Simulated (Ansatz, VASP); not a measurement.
## One calculation of YPtC2N2, two programs

```
Y Pt C N
1.0
     3.62273    0.00000    0.00000
    -1.74003    5.47692    0.00000
    -0.10103   -3.01206    4.98532
Y Pt C N
1 1 2 2
Cartesian
  -0.0505 -1.5060 2.4927
  0.0000 0.0000 0.0000
  1.7682 0.8529 3.9508
  0.0135 1.6119 1.0345
  1.7584 -0.1583 3.3004
  0.0232 2.6232 1.6849
```

Alike in both runs: task relaxation of cell and atoms; functional PBE; k mesh 6 × 4 × 4; occupations gaussian, width 0.1 eV; no spin polarisation.

```csv
,VASP,Ansatz
version,VASP 6.6.1,Ansatz 0.2.0
potentials or method,"VASP PAW PBE potentials, release 64 (Y_sv, Pt, C, N), cutoff 600 eV","scalar-relativistic, plane waves, PAW"
valence electrons in the cell,39,47
```

```tsv
	VASP	Ansatz	Ansatz less VASP
gap on the k mesh at the Fermi level, each at its own relaxed structure (eV)	none	none	-
relaxed volume (Å³/atom)	16.39	16.43	+0.035
relaxed cell length with the largest relative difference (Å)	3.585	3.599	+0.0135
```

A gap of «none» marks a metal or a gap that the smearing closes. VASP's potentials hold 39 valence electrons a cell and Ansatz's 47, so a difference there can come from the potentials and not from the codes.

Spin-orbit coupling is off throughout. Noted on VASP's run: the standard files for N, O and F lose accuracy on very short bonds.
